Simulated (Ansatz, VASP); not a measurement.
# Two plane-wave programs on BN

```xyz
4
Lattice="2.5100 0.0000 0.0000 -1.2550 2.1737 0.0000 0.0000 0.0000 6.6900" Properties=species:S:1:pos:R:3 pbc="T T T"
B     0.0000    0.0000    3.3450
B     0.0000    1.4491    0.0000
N     0.0000    0.0000    0.0000
N     1.0550    0.8246    3.3450
```

Alike in both runs: task single point; functional PBE; dispersion D3(BJ); k mesh 12 × 12 × 4; occupations gaussian, width 0.05 eV; no spin polarisation.

|  | VASP | Ansatz |
| --- | --- | --- |
| version | VASP 6.6.1 | Ansatz 0.2.0 |
| potentials or method | VASP PAW PBE potentials, release 64 (B, N), cutoff 520 eV | scalar-relativistic, plane waves, PAW |
| valence electrons in the cell | 16 | 16 |

|  | VASP | Ansatz | Ansatz less VASP |
| --- | --- | --- | --- |
| gap on the k mesh at the Fermi level (eV) | 2.81 | 2.81 | +0.006 |
| least direct gap on the mesh (eV) | 3.98 | 3.98 | +0.001 |
| pressure (GPa) | 5.9 | 6.0 | +0.05 |
| traceless stress, the component that is largest in VASP (GPa) | 9.30 | 9.30 | +0.001 |
| rms of the force components (eV/Å) | 2.441 | 2.449 | +0.0081 |

Atom by atom the forces differ by 0.008 eV/Å (rms over components).
